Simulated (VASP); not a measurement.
Here is a VASP 6.6.1 calculation.

The input POSCAR:

```
SiO2
1.0
   -2.3740500000      2.3740500000      3.7440000000
    2.3740500000     -2.3740500000      3.7440000000
    2.3740500000      2.3740500000     -3.7440000000
Si O
2 4
Direct
    0.0000000000      0.0000000000      0.0000000000
    0.7500000000      0.2500000000      0.5000000000
    0.9983800000      0.6250000000      0.8733800000
    0.3750000000      0.2483800000      0.3733800000
    0.7516200000      0.1250000000      0.1266200000
    0.8750000000      0.0016200000      0.6266200000
```

INCAR.step1

```
SYSTEM = SiO2
ALGO = Normal
EDIFF = 1E-4
ENCUT = 520
GGA = PE
ISMEAR = 0
LASPH = .TRUE.
LCHARG = .FALSE.
LREAL = .FALSE.
LWAVE = .TRUE.
NBANDS = 25
NELM = 60
PREC = Accurate
SIGMA = 0.02
```

The input INCAR.step2:

```
SYSTEM = SiO2
ALGO = Normal
EDIFF = 1E-7
ENCUT = 520
ISIF = 2
ISMEAR = 0
ISTART = 1
LASPH = .TRUE.
LCHARG = .FALSE.
LMIXTAU = .TRUE.
LREAL = .FALSE.
LWAVE = .FALSE.
METAGGA = R2SCAN
NBANDS = 25
NELM = 60
PREC = Accurate
SIGMA = 0.02
```

File KPOINTS:

```
k-points
0
G
  4 4 4
  0 0 0
```

Potentials or basis: VASP PAW PBE potentials, release 64 (Si, O).

The run is started by

```console
$ cat potpaw_PBE.64/Si/POTCAR potpaw_PBE.64/O/POTCAR > POTCAR
$ cp INCAR.step1 INCAR
$ mpirun -np 1 vasp_std > vasp.out
$ cp INCAR.step2 INCAR
$ mpirun -np 1 vasp_std > vasp.out
```

**Question.** Estimate the largest force.

**Answer.** 0.187 eV/Å.

**Question.** What does it give for the band gap on the k mesh?

**Answer.** 6.69 eV.

Stress tensor (GPa, compression positive):
```
-0.44  0.00  0.00
 0.00 -0.44  0.00
 0.00  0.00 -2.40
```

Caveat: the PAW data sets were made with another functional, which shifts forces and pressure a little. r2SCAN opens gaps a little over a GGA but as a rule still falls short of measured ones.
